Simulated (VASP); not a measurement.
Write the native input for VASP 6.6.1 that does the following.

```yaml
Task: single point
Functional: PBE
Potentials_or_basis: VASP PAW PBE potentials, release 64 (W_sv, C)
Cutoff: 520 eV
k_mesh: 16 × 16 × 16
Occupations: fermi-dirac, width 0.1 eV
Spin: no spin polarisation
Dipole_correction: no
Further_INCAR_settings: ALGO = Normal; EDIFF = 1e-06; NBANDS = 16
```

The structure of WC (zincblende type) lies in POSCAR:

```
WC
1.0
    0.0000000000      1.9371833437      1.9371833437
    1.9371833437      0.0000000000      1.9371833437
    1.9371833437      1.9371833437      0.0000000000
W C
1 1
Direct
    0.0000000000      0.0000000000      0.0000000000
    0.2500000000      0.2500000000      0.2500000000
```

These files were run (other wordings do the same):

INCAR

```
  ALGO = Normal
  EDIFF = 1E-6
  ENCUT = 520
  GGA = PE
  ISIF = 2
  ISMEAR = -1
  LASPH = True
  LCHARG = False
  LREAL = False
  LWAVE = False
  NBANDS = 16
  NELM = 80
  PREC = Accurate
  SIGMA = 0.1
```

KPOINTS

```
k-points
0
Gamma
  16 16 16
```

Potentials or basis: VASP PAW PBE potentials, release 64 (W_sv, C).

Run with:

```bash
$ cat potpaw_PBE.64/W_sv/POTCAR potpaw_PBE.64/C/POTCAR > POTCAR
$ mpirun -np 1 vasp_std > vasp.out
```

Results of the run:

The pressure is 487.4 GPa. The band gap on the k mesh is zero (band 9 reaches 19.88 eV, above the bottom of band 10 at 17.00 eV).

Caveat: spin-orbit coupling is left out, which moves the levels of the heavy elements.

It took 17 s on 1 thread of AMD EPYC 9R45 96-Core Processor (Zen 5) (shared host), peak memory 0.12 GiB.
